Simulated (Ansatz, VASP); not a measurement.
# TePb: VASP beside Ansatz

```
CELL_PARAMETERS angstrom
0.00000 3.26214 3.26214
3.35895 0.00000 3.26214
3.35895 3.26214 0.00000
ATOMIC_POSITIONS crystal
Te 0.50000 0.50000 0.50000
Pb 0.00000 0.00000 0.00000
```

Alike in both runs: task single point; functional PBEsol; k mesh 8 × 8 × 8; occupations gaussian, width 0.02 eV; no spin polarisation.

```csv
,VASP,Ansatz
version,VASP 6.6.1,Ansatz 0.2.0
potentials or method,"VASP PAW PBE potentials, release 64 (Te, Pb_d), cutoff 500 eV","scalar-relativistic, plane waves, PAW"
valence electrons in the cell,20,30
```

|  | VASP | Ansatz | Ansatz less VASP |
| --- | --- | --- | --- |
| gap on the k mesh at the Fermi level (eV) | 0.75 | 0.74 | -0.003 |
| least direct gap on the mesh (eV) | 0.75 | 0.74 | -0.003 |
| pressure (GPa) | -2.5 | -2.5 | +0.03 |
| traceless stress, the component that is largest in VASP (GPa) | -1.62 | -1.62 | +0.004 |

VASP's potentials were made for PBE, not for PBEsol. The functional is the same, so the differences come from potentials, cutoffs and numerics. VASP's potentials hold 20 valence electrons a cell and Ansatz's 30, so a difference there can come from the potentials and not from the codes.

Neither program's run includes spin-orbit coupling.
